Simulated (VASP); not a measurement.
# Ba3OsPd in VASP: notebook

Ba3OsPd is run at these levels: PBE; tasks: single point.

Program: VASP 6.6.1. These are calculated values, not measurements. Logs are shortened: lines on timing, memory, paths and dates and some standing lists are left out, and cuts for length are marked.

## 1. The cell of the first run

The structure is tetragonal, space group P4/mmm (No. 123). Conventional cell: a = 4.938 Å, b = 4.938 Å, c = 4.961 Å, α = 90.00°, β = 90.00°, γ = 90.00°. Within 3.3 Å of Ba (site symmetry 4/mmm) lie 2 Pd at 2.48 Å. Within 3.3 Å of Ba (site symmetry mmm) lie 2 Pd at 2.47 Å. Pd (site symmetry 4/mmm) has 6 Ba at 2.47 to 2.48 Å within 3.3 Å. Within 4.6 Å of Os (site symmetry 4/mmm) lie 12 Ba at 3.49 to 3.50 Å and 8 Pd at 4.28 Å.

## 2. Single point, PBE

File INCAR:

```
PREC = Accurate
ENCUT = 520
EDIFF = 1E-7
ISMEAR = 0
SIGMA = 0.1
LREAL = F
LASPH = T
NELM = 100
ALGO = Fast
ISIF = 2
LWAVE = F
LCHARG = F
GGA = PE
NBANDS = 32
```

File KPOINTS:

```
Automatic mesh
0
Gamma
  4 4 4
```

File POSCAR:

```
Ba3OsPd
1.0
    4.9384724157      0.0000000000      0.0000000000
    0.0000000000      4.9384724157      0.0000000000
    0.0000000000      0.0000000000      4.9609435887
Ba Pd Os
3 1 1
Direct
    0.5000000000      0.5000000000      0.0000000000
    0.5000000000      0.0000000000      0.5000000000
    0.0000000000      0.5000000000      0.5000000000
    0.5000000000      0.5000000000      0.5000000000
    0.0000000000      0.0000000000      0.0000000000
```

Potentials or basis: VASP PAW PBE potentials, release 64 (Ba_sv, Pd, Os).

On the command line:

```
$ cat potpaw_PBE.64/Ba_sv/POTCAR potpaw_PBE.64/Pd/POTCAR potpaw_PBE.64/Os/POTCAR > POTCAR
$ mpirun -np 1 vasp_std > vasp.out
```

OUTCAR:

```text
PREC = Accurate
   ENCUT = 520
   EDIFF = 1E-7
   ISMEAR = 0
   LREAL = F
   LASPH = T
   NELM = 100
   ISIF = 2
   GGA = PE

 ion  position               nearest neighbor table
   1  0.500  0.500  0.000-   4 2.48   4 2.48   5 3.49   5 3.49   5 3.49   5 3.49   2 3.50   2 3.50
                             3 3.50   2 3.50   3 3.50   2 3.50   3 3.50   3 3.50
   2  0.500  0.000  0.500-   4 2.47   4 2.47   3 3.49   3 3.49   3 3.49   3 3.49   1 3.50   1 3.50
                             5 3.50   1 3.50   1 3.50   5 3.50   5 3.50   5 3.50
   3  0.000  0.500  0.500-   4 2.47   4 2.47   2 3.49   2 3.49   2 3.49   2 3.49   1 3.50   5 3.50
                             5 3.50   1 3.50   5 3.50   1 3.50   1 3.50   5 3.50
   4  0.500  0.500  0.500-   2 2.47   3 2.47   2 2.47   3 2.47   1 2.48   1 2.48
   5  0.000  0.000  0.000-   1 3.49   1 3.49   1 3.49   1 3.49   3 3.50   2 3.50   3 3.50   3 3.50
                             3 3.50   2 3.50   2 3.50   2 3.50

  LATTYP: Found a simple tetragonal cell.
 ALAT       =     4.9384724157
 C/A-ratio  =     1.0045502275

  Lattice vectors:

 A1 = (   4.9384724157,   0.0000000000,   0.0000000000)
 A2 = (   0.0000000000,   4.9384724157,   0.0000000000)
 A3 = (   0.0000000000,   0.0000000000,   4.9609435887)

Analysis of symmetry for initial positions (statically):
=====================================================================
 Subroutine PRICEL returns:
 Original cell was already a primitive cell.

 Routine SETGRP: Setting up the symmetry group for a
 simple tetragonal supercell.

 Subroutine GETGRP returns: Found 16 space group operations
 (whereof 16 operations were pure point group operations)
 out of a pool of 16 trial point group operations.

The static configuration has the point symmetry D_4h.

Analysis of symmetry for dynamics (positions and initial velocities):
=====================================================================
 Subroutine PRICEL returns:
 Original cell was already a primitive cell.

 Routine SETGRP: Setting up the symmetry group for a
 simple tetragonal supercell.

 Subroutine GETGRP returns: Found 16 space group operations
 (whereof 16 operations were pure point group operations)
 out of a pool of 16 trial point group operations.

The dynamic configuration has the point symmetry D_4h.

 Subroutine INISYM returns: Found 16 space group operations
 (whereof 16 operations are pure point group operations),
 and found     1 'primitive' translations

----------------------------------------------------------------------------------------

                                     Primitive cell

  volume of cell :     120.9900

  direct lattice vectors                    reciprocal lattice vectors
     4.938472416  0.000000000  0.000000000     0.202491766  0.000000000  0.000000000
     0.000000000  4.938472416  0.000000000     0.000000000  0.202491766  0.000000000
     0.000000000  0.000000000  4.960943589     0.000000000  0.000000000  0.201574556

  length of vectors
     4.938472416  4.938472416  4.960943589     0.202491766  0.202491766  0.201574556

  position of ions in fractional coordinates (direct lattice)
     0.500000000  0.500000000  0.000000000
     0.500000000  0.000000000  0.500000000
     0.000000000  0.500000000  0.500000000
     0.500000000  0.500000000  0.500000000
     0.000000000  0.000000000  0.000000000

  ion indices of the primitive-cell ions
   primitive index   ion index
                 1           1
                 2           2
                 3           3
                 4           4
                 5           5

----------------------------------------------------------------------------------------

 KPOINTS: Automatic mesh

Automatic generation of k-mesh.
 Grid dimensions read from file:
 generate k-points for:    4    4    4

 Generating k-lattice:

  Cartesian coordinates                     Fractional coordinates (reciprocal lattice)
     0.050622941  0.000000000  0.000000000     0.250000000  0.000000000  0.000000000
     0.000000000  0.050622941  0.000000000     0.000000000  0.250000000  0.000000000
     0.000000000  0.000000000  0.050393639     0.000000000  0.000000000  0.250000000

  Length of vectors
     0.050622941  0.050622941  0.050393639

  Shift w.r.t. Gamma in fractional coordinates (k-lattice)
     0.000000000  0.000000000  0.000000000

 Subroutine IBZKPT returns following result:
 ===========================================

 Found     18 irreducible k-points:

 Following reciprocal coordinates:
            Coordinates               Weight
  0.000000  0.000000  0.000000      1.000000
  0.250000  0.000000  0.000000      4.000000
  0.500000  0.000000  0.000000      2.000000
  0.250000  0.250000  0.000000      4.000000
  0.500000  0.250000  0.000000      4.000000
  0.500000  0.500000  0.000000      1.000000
[... 10 lines left out ...]
  0.500000  0.250000  0.500000      4.000000
  0.500000  0.500000  0.500000      1.000000
   k-points           NKPTS =     18   k-points in BZ     NKDIM =     18   number of bands    NBANDS=     32
   number of dos      NEDOS =    301   number of ions     NIONS =      5
   total plane-waves  NPLWV =  64000
   dimension x,y,z NGX =    40 NGY =   40 NGZ =   40
   dimension x,y,z NGXF=    80 NGYF=   80 NGZF=   80
   ions per type =               3   1   1
   NGX,Y,Z   is equivalent  to a cutoff of  13.47, 13.47, 13.40 a.u.
   NGXF,Y,Z  is equivalent  to a cutoff of  26.93, 26.93, 26.81 a.u.
 SYSTEM =  unknown system
   PREC   = accura    normal or accurate (medium, high low for compatibility)
   ISTART =      0    job   : 0-new  1-cont  2-samecut
   ICHARG =      2    charge: 1-file 2-atom 10-const
   ISPIN  =      1    spin polarized calculation?
   LNONCOLLINEAR =      F non collinear calculations
   LSORBIT =      F    spin-orbit coupling
   LASPH  =      T    aspherical Exc in radial PAW
   ENCUT  =  520.0 eV  38.22 Ry    6.18 a.u.   9.18  9.18  9.22*2*pi/ulx,y,z
   NELM   =    100;   NELMIN=  2; NELMDL= -5     # of ELM steps
   EDIFF  = 0.1E-06   stopping-criterion for ELM
   LREAL  =      F    real-space projection
   EDIFFG = 0.1E-05   stopping-criterion for IOM
   NSW    =      0    number of steps for IOM
   IBRION =     -1    ionic relax: 0-MD 1-quasi-New 2-CG
   NFREE  =      0    steps in history (QN), initial steepest desc. (CG)
   ISIF   =      2    stress and relaxation
   ISYM   =      2    0-nonsym 1-usesym 2-fastsym
   POTIM  = 0.5000    time-step for ionic-motion
   TEBEG  =    0.0;   TEEND  =   0.0 temperature during run
   PSTRESS=    0.0 pullay stress
   NELECT =      48.0000    total number of electrons
   NUPDOWN=      -1.0000    fix difference up-down
   EMIN   =  10.00;   EMAX   =-10.00  energy-range for DOS
   EFERMI =   0.00;   METHOD = LEGACY
   ISMEAR =     0;   SIGMA  =   0.10  broadening in eV -4-tet -1-fermi 0-gaus
   EFERMI_NEDOS =   21; number of points for ismear=-14 and -15
   IALGO  =     68    algorithm
   IMIX   =      4    mixing-type and parameters
     AMIX     =   0.40;   BMIX     =  1.00
     AMIX_MAG =   1.60;   BMIX_MAG =  1.00
  volume/ion in A,a.u.               =      24.20       163.30
  Fermi-wavevector in a.u.,A,eV,Ry     =   1.202925  2.273200 19.688035  1.447030
  Thomas-Fermi vector in A             =   2.338693
   LORBIT       =      0    0 simple, 1 ext, 2 COOP (PROOUT), +10 PAW based schemes
   GGA     = PE    functional components
   LHFCALC =     F    Hartree Fock is set to
   AEXX    =    0.0000 exact exchange contribution
   IVDW    =     0    specifies the selected vdW correction
   LEPSILON=     F    determine dielectric tensor
   LRPA    =     F    only Hartree local field effects (RPA)
 non-spin polarized calculation
 RMM-DIIS sequential band-by-band and
 Gauss-broadening in eV      SIGMA  =   0.10
  energy-cutoff  :      520.00
  volume of cell :      120.99
 maximum number of plane-waves:      3302
 NGX is ok and might be reduce to    40
   NGX = 19   NGY = 19   NGZ = 19

 number of electron      48.0000010 magnetization

 Free energy of the ion-electron system (eV)
  ---------------------------------------------------
  ext. energy  EPLUGINS =         0.00000000
  ---------------------------------------------------
  free energy    TOTEN  =       -11.86432427 eV

  energy without entropy =      -11.84256702  energy(sigma->0) =      -11.85344564

 E-fermi :   5.8261     XC(G=0): -10.8647

 val. band max:        5.7996226457   @ k =   0.5000   0.0000   0.5000
 cond. band min:       5.8397420434   @ k =   0.5000   0.0000   0.5000
 fundamental gap:      0.0401193977
 Fermi energy:         5.8261339033

 k-point     1 :       0.0000    0.0000    0.0000
  band No.  band energies     occupation
      1     -22.8201      2.00000
      2     -22.1593      2.00000
      3     -22.1416      2.00000
      4      -9.1893      2.00000
      5      -9.1893      2.00000
      6      -9.1753      2.00000
[... 24 lines left out ...]
     31      10.3559      0.00000
     32      10.3559      0.00000

 k-point     2 :       0.2500    0.0000    0.0000
  band No.  band energies     occupation
      1     -22.7255      2.00000
      2     -22.2071      2.00000
      3     -22.1430      2.00000
      4      -9.3644      2.00000
      5      -9.0691      2.00000
      6      -9.0557      2.00000
[... 24 lines left out ...]
     31       8.9506      0.00000
     32       9.5811      0.00000

 k-point     3 :       0.5000    0.0000    0.0000
  band No.  band energies     occupation
      1     -22.5985      2.00000
      2     -22.2898      2.00000
      3     -22.1413      2.00000
      4      -9.5578      2.00000
      5      -8.9063      2.00000
      6      -8.8938      2.00000
[... 24 lines left out ...]
     31       8.3202      0.00000
     32       9.1003      0.00000

 k-point     4 :       0.2500    0.2500    0.0000
  band No.  band energies     occupation
      1     -22.6342      2.00000
      2     -22.2215      2.00000
      3     -22.1702      2.00000
      4      -9.6335      2.00000
      5      -8.9689      2.00000
      6      -8.9291      2.00000
[... 24 lines left out ...]
     31       8.8957      0.00000
     32       9.7953      0.00000

 k-point     5 :       0.5000    0.2500    0.0000
  band No.  band energies     occupation
      1     -22.5079      2.00000
      2     -22.2859      2.00000
      3     -22.1818      2.00000
      4      -9.8877      2.00000
      5      -8.8888      2.00000
      6      -8.7514      2.00000
[... 374 lines left out ...]
     31       9.0721      0.00000
     32       9.0944      0.00000

 k-point    16 :       0.2500    0.2500    0.5000
  band No.  band energies     occupation
      1     -22.4538      2.00000
      2     -22.2536      2.00000
      3     -22.2167      2.00000
      4     -10.1629      2.00000
      5      -8.8481      2.00000
      6      -8.8016      2.00000
[... 24 lines left out ...]
     31       8.3936      0.00000
     32       8.6418      0.00000

 k-point    17 :       0.5000    0.2500    0.5000
  band No.  band energies     occupation
      1     -22.3351      2.00000
      2     -22.2794      2.00000
      3     -22.2502      2.00000
      4     -10.4922      2.00000
      5      -8.8382      2.00000
      6      -8.7468      2.00000
[... 24 lines left out ...]
     31       8.3258      0.00000
     32       8.4131      0.00000

 k-point    18 :       0.5000    0.5000    0.5000
  band No.  band energies     occupation
      1     -22.2765      2.00000
      2     -22.2765      2.00000
      3     -22.2473      2.00000
      4     -10.8264      2.00000
      5      -8.8623      2.00000
      6      -8.8221      2.00000
[... 24 lines left out ...]
     31       9.0992      0.00000
     32       9.0992      0.00000

------------------------ aborting loop because EDIFF is reached ----------------------------------------

  FORCE on cell =-STRESS in cart. coord.  units (eV):
  Direction    XX          YY          ZZ          XY          YZ          ZX
  --------------------------------------------------------------------------------------
  -------------------------------------------------------------------------------------
  Total       28.5267328     28.5267328     27.8477221      0.0000000     -0.0000000      0.0000000
  in kB      377.7574720    377.7574720    368.7658581      0.0000000     -0.0000000      0.0000000
  external PRESSURE =     374.7602674 kB  Pullay stress =       0.0000000 kB

 VOLUME and BASIS-vectors are now :
 -----------------------------------------------------------------------------
  energy-cutoff  :      520.00
  volume of cell :      120.99
      direct lattice vectors                 reciprocal lattice vectors
     4.938472416  0.000000000  0.000000000     0.202491766  0.000000000  0.000000000
     0.000000000  4.938472416  0.000000000     0.000000000  0.202491766  0.000000000
     0.000000000  0.000000000  4.960943589     0.000000000  0.000000000  0.201574556

 POSITION                                       TOTAL-FORCE (eV/Angst)
 -----------------------------------------------------------------------------------
      2.46924      2.46924      0.00000         0.000000      0.000000      0.000000
      2.46924      0.00000      2.48047         0.000000      0.000000      0.000000
      0.00000      2.46924      2.48047         0.000000      0.000000      0.000000
      2.46924      2.46924      2.48047         0.000000      0.000000      0.000000
      0.00000      0.00000      0.00000         0.000000      0.000000      0.000000
 -----------------------------------------------------------------------------------
    total drift:                                0.000000     -0.000000     -0.000000

  FREE ENERGIE OF THE ION-ELECTRON SYSTEM (eV)
  ---------------------------------------------------
  free  energy   TOTEN  =       -11.8643242695 eV

  energy  without entropy=      -11.8425670165  energy(sigma->0) =      -11.85344564
```

Wall time 1.9 min (1 thread of Intel Xeon Platinum 8488C (Sapphire Rapids), shared host); peak memory 0.27 GiB.

Results:

```
Free energy            : -11.8643 eV
Pressure               : 37.5 GPa
Band gap on the k mesh : zero (band 24 reaches 6.04 eV, above the bottom of band 25 at 5.63 eV)
```

Levels at points of the mesh, in eV from the Fermi level:
```csv
k point,band 20,band 21,band 22,band 23,band 24,band 25,band 26,band 27,band 28,band 29
"(0.00, 0.00, 0.00)",-1.94,-1.93,-1.10,-1.10,-1.09,2.63,2.67,2.74,2.74,2.74
"(0.50, 0.00, 0.00)",-1.08,-0.85,-0.26,-0.25,-0.19,0.23,1.35,1.39,2.30,2.37
"(0.50, 0.50, 0.00)",-0.41,-0.22,-0.22,-0.14,-0.14,-0.06,0.02,0.83,0.83,0.99
"(0.00, 0.00, 0.50)",-1.08,-0.87,-0.27,-0.27,-0.21,0.15,1.39,1.39,2.31,2.33
"(0.50, 0.00, 0.50)",-0.42,-0.22,-0.21,-0.15,-0.12,-0.03,0.01,0.80,0.81,1.02
"(0.50, 0.50, 0.50)",-1.88,-1.88,-0.28,-0.26,0.07,0.11,0.11,2.02,2.02,2.07
```

Caveat: spin-orbit coupling is left out, which moves the levels of the heavy elements.

## 3. Single point, PBE

This run uses another cell than the first one, of 39.82 Å³/atom, 1.646 times its volume.

File INCAR:

```
SYSTEM = Ba3OsPd
PREC = Accurate
ENCUT = 520
EDIFF = 1E-7
ISMEAR = 0
SIGMA = 0.1
LREAL = .False.
LASPH = .True.
NELM = 100
ALGO = Fast
ISIF = 2
LWAVE = .False.
LCHARG = .False.
GGA = PE
NBANDS = 32
```

File KPOINTS:

```
regular mesh
0
Gamma
  4 4 4
  0 0 0
```

POSCAR, as its differences from that of step 2:

```diff
@@ -2,5 +2,5 @@
 1.0
-    4.9384724157      0.0000000000      0.0000000000
-    0.0000000000      4.9384724157      0.0000000000
-    0.0000000000      0.0000000000      4.9609435887
+    5.8391794780      0.0000000000      0.0000000000
+    0.0000000000      5.8391794780      0.0000000000
+    0.0000000000      0.0000000000      5.8396418480
 Ba Pd Os
```

Potentials or basis: VASP PAW PBE potentials, release 64 (Ba_sv, Pd, Os).

On the command line:

```
$ cat potpaw_PBE.64/Ba_sv/POTCAR potpaw_PBE.64/Pd/POTCAR potpaw_PBE.64/Os/POTCAR > POTCAR
$ mpirun -np 1 vasp_std > vasp.out
```

Wall time 2.3 min (1 thread of Intel Xeon Platinum 8488C (Sapphire Rapids), shared host); peak memory 0.4 GiB.

The run converged. Its results:

```yaml
Free_energy: -18.0001 eV
Pressure: 0.7 GPa
Band_gap_on_the_k_mesh: zero (band 24 reaches 2.80 eV, above the bottom of band 25 at 2.43 eV)
```

Levels at points of the mesh, in eV from the Fermi level:
```tsv
k point	band 20	band 21	band 22	band 23	band 24	band 25	band 26	band 27	band 28	band 29
(0.00, 0.00, 0.00)	-0.81	-0.81	-0.34	-0.34	-0.34	1.79	1.79	2.12	2.12	2.12
(0.50, 0.00, 0.00)	-0.41	-0.38	-0.31	-0.13	-0.13	-0.05	1.28	1.33	1.33	1.90
(0.50, 0.50, 0.00)	-0.39	-0.39	-0.18	-0.11	-0.09	-0.09	0.07	0.77	0.94	0.96
(0.00, 0.00, 0.50)	-0.41	-0.38	-0.31	-0.13	-0.13	-0.05	1.28	1.33	1.33	1.90
(0.50, 0.00, 0.50)	-0.39	-0.39	-0.18	-0.11	-0.09	-0.09	0.07	0.77	0.94	0.96
(0.50, 0.50, 0.50)	-1.08	-1.08	-0.02	-0.02	0.28	0.28	0.28	0.82	1.67	1.67
```

Caveat: spin-orbit coupling is left out, which moves the levels of the heavy elements.

## 4. Single point, PBE

This run uses another cell than the first one, of 39.52 Å³/atom, 1.633 times its volume.

File INCAR:

```
PREC = Accurate
ENCUT = 520
EDIFF = 1E-6
ISMEAR = 0
SIGMA = 0.1
LREAL = False
LASPH = True
NELM = 100
ALGO = Fast
ISIF = 2
LWAVE = False
LCHARG = True
GGA = PE
LELF = True
LVHAR = True
NBANDS = 32
```

File KPOINTS:

```
regular mesh
0
Gamma
  6 6 6
```

POSCAR, as its differences from that of step 3:

```diff
@@ -2,5 +2,5 @@
 1.0
-    5.8391794780      0.0000000000      0.0000000000
-    0.0000000000      5.8391794780      0.0000000000
-    0.0000000000      0.0000000000      5.8396418480
+    5.8247924928      0.0000000000      0.0000000000
+    0.0000000000      5.8247924928      0.0000000000
+    0.0000000000      0.0000000000      5.8247924928
 Ba Pd Os
```

On the command line:

```
$ cat potpaw_PBE.64/Ba_sv/POTCAR potpaw_PBE.64/Pd/POTCAR potpaw_PBE.64/Os/POTCAR > POTCAR
$ mpirun -np 1 vasp_std > vasp.out
```

It took 2.2 min on 1 thread of Intel Xeon Platinum 8488C (Sapphire Rapids), shared host; peak memory 0.41 GiB.

The run converged. Its results:

- Free energy: -18.0252 eV
- Pressure: 0.7 GPa
- Band gap on the k mesh: zero (band 24 reaches 2.85 eV, above the bottom of band 25 at 2.49 eV)

Levels at points of the mesh, in eV from the Fermi level:
```tsv
k point	band 20	band 21	band 22	band 23	band 24	band 25	band 26	band 27	band 28	band 29
(0.00, 0.00, 0.00)	-0.85	-0.85	-0.37	-0.37	-0.37	1.77	1.77	2.08	2.08	2.08
(0.50, 0.00, 0.00)	-0.43	-0.42	-0.34	-0.15	-0.15	-0.07	1.24	1.29	1.29	1.87
(0.50, 0.50, 0.00)	-0.43	-0.43	-0.20	-0.13	-0.11	-0.11	0.06	0.72	0.90	0.92
(0.50, 0.50, 0.50)	-1.12	-1.12	-0.03	-0.03	0.25	0.25	0.25	0.82	1.65	1.65
```

Caveat: spin-orbit coupling is left out, which moves the levels of the heavy elements.

## 5. Overview

```tsv
cell	k mesh	further INCAR settings	gap on the mesh (eV)	pressure (GPa)
a = 4.938, b = 4.938, c = 4.961 Å, 5 atoms	4 × 4 × 4	ALGO = Fast; EDIFF = 1e-07; NBANDS = 32	none	37.5
a = 5.839 Å, 5 atoms	4 × 4 × 4	ALGO = Fast; EDIFF = 1e-07; NBANDS = 32	none	0.7
a = 5.825 Å, 5 atoms	6 × 6 × 6	ALGO = Fast; EDIFF = 1e-06; NBANDS = 32	none	0.7
```

Alike in all rows: task single point; level PBE; potentials or basis VASP PAW PBE potentials, release 64 (Ba_sv, Pd, Os); no spin polarisation; cutoff (eV) 520; smearing gaussian 0.1 eV.

Caveats: spin-orbit coupling is left out, which moves the levels of the heavy elements.

Total energies depend on the potentials used, so only differences within one code and one set of settings carry meaning.
